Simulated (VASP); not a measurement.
Here is a VASP 6.6.1 calculation.

File INCAR:

```
SYSTEM = Sb2PbO
PREC = Accurate
ENCUT = 600
EDIFF = 1E-6
ISMEAR = 0
SIGMA = 0.1
LREAL = .False.
LASPH = .True.
NELM = 80
ALGO = Normal
ISIF = 3
LWAVE = .False.
LCHARG = .False.
GGA = PE
IBRION = 2
NSW = 90
EDIFFG = -0.04
```

Contents of KPOINTS:

```
regular mesh
0
Gamma
  6 6 4
  0 0 0
```

The input POSCAR:

```
Sb2PbO
1.0
    5.4341670800      0.0000000000      0.0000000000
   -2.7170835400      4.7061267400      0.0000000000
    0.0000000000      0.0000000000      4.4564279800
Sb Pb O
2 1 1
Direct
    0.3333333300      0.6666666700      0.5000000000
    0.6666666700      0.3333333300      0.5000000000
    0.0000000000      0.0000000000      0.0000000000
    0.0000000000      0.0000000000      0.5000000000
```

Potentials or basis: VASP PAW PBE potentials, release 64 (Sb, Pb_d, O).

The run is started by

```console
$ cat potpaw_PBE.64/Sb/POTCAR potpaw_PBE.64/Pb_d/POTCAR potpaw_PBE.64/O/POTCAR > POTCAR
$ mpirun -np 1 vasp_std > vasp.out
```

**Question.** Predict the relaxed cell.

**Answer.** a = 5.050 Å, b = 5.050 Å, c = 4.804 Å, α = 90.00°, β = 90.00°, γ = 120.00°.

**Question.** Predict the relaxed volume.

**Answer.** 26.53 Å³/atom.

**Question.** Estimate the space group after relaxing (to 0.1 Å).

**Answer.** P6/mmm (No. 191).

Final structure:
```
Sb Pb O
1.0
     5.05016    0.00000    0.00000
    -2.52508    4.37357    0.00000
     0.00000    0.00000    4.80381
Sb Pb O
2 1 1
Direct
  0.33333 0.66667 0.50000
  0.66667 0.33333 0.50000
  0.00000 0.00000 0.00000
  0.00000 0.00000 0.50000
```
